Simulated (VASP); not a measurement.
**Cr: single point with PBEsol**

Crystal: Cr.

```
CELL_PARAMETERS angstrom
-1.38881 1.38881 1.38881
1.38881 -1.38881 1.38881
1.38881 1.38881 -1.38881
ATOMIC_POSITIONS crystal
Cr 0.00000 0.00000 0.00000
```

| Item | Value |
| --- | --- |
| Program | VASP 6.6.1 |
| Task | single point |
| Functional | PBEsol |
| Potentials or basis | VASP PAW PBE potentials, release 64 (Cr_pv) |
| Cutoff | 520 eV |
| k mesh | 20 × 20 × 20 |
| Occupations | gaussian, width 0.1 eV |
| Spin | no spin polarisation |

The pressure is 11.6 GPa and the band gap on the k mesh is zero (bands 6 and 7 overlap by 3.75 eV).

Levels at points of the mesh, in eV from the Fermi level:
```tsv
k point	band 3	band 4	band 5	band 6	band 7	band 8	band 9	band 10
(0.00, 0.00, 0.00)	-42.49	-8.16	-1.03	-1.03	-1.03	1.20	1.20	7.12
(0.50, 0.00, 0.00)	-42.50	-4.87	-2.76	1.23	1.30	1.60	3.16	7.11
(0.50, 0.50, 0.50)	-43.29	-4.86	-4.86	2.72	2.72	2.72	7.11	11.26
```

It took 51 s on 1 thread of Intel Xeon 8259CL, with other jobs on the host, peak memory 0.15 GiB.

Caveat: the cell stands under pressure; the PAW data sets were made with another functional, which shifts forces and pressure a little; the run has no spin polarisation, though such a crystal can be magnetic. Spin polarisation is off, so any magnetic state and its effect on volume and gap are missing.
